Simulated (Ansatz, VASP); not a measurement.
# HgTe in VASP and in Ansatz

```xyz
2
Lattice="0.0000 3.3248 3.3248 3.3248 0.0000 3.3248 3.3248 3.3248 0.0000" Properties=species:S:1:pos:R:3 pbc="T T T"
Hg    0.0000    0.0000    0.0000
Te    4.9872    4.9872    4.9872
```

Alike in both runs: functional PBE; k mesh 12 × 12 × 12; occupations gaussian, width 0.1 eV; no spin polarisation.

Ansatz relaxed the structure, and its values are those at the end. VASP's run is a single point on that final structure, the one shown.

|  | VASP | Ansatz |
| --- | --- | --- |
| version | VASP 6.6.1 | Ansatz 0.2.0 |
| potentials or method | VASP PAW PBE potentials, release 64 (Hg, Te), cutoff 520 eV | scalar-relativistic, plane waves, PAW |
| valence electrons in the cell | 18 | 36 |

```tsv
	VASP	Ansatz	Ansatz less VASP
gap on the k mesh at the Fermi level (eV)	none	none	-
pressure (GPa)	0.1	0.0	-0.04
```

A gap of «none» marks a metal or a gap that the smearing closes. VASP's potentials hold 18 valence electrons a cell and Ansatz's 36, so a difference there can come from the potentials and not from the codes.

Spin-orbit coupling is off throughout.
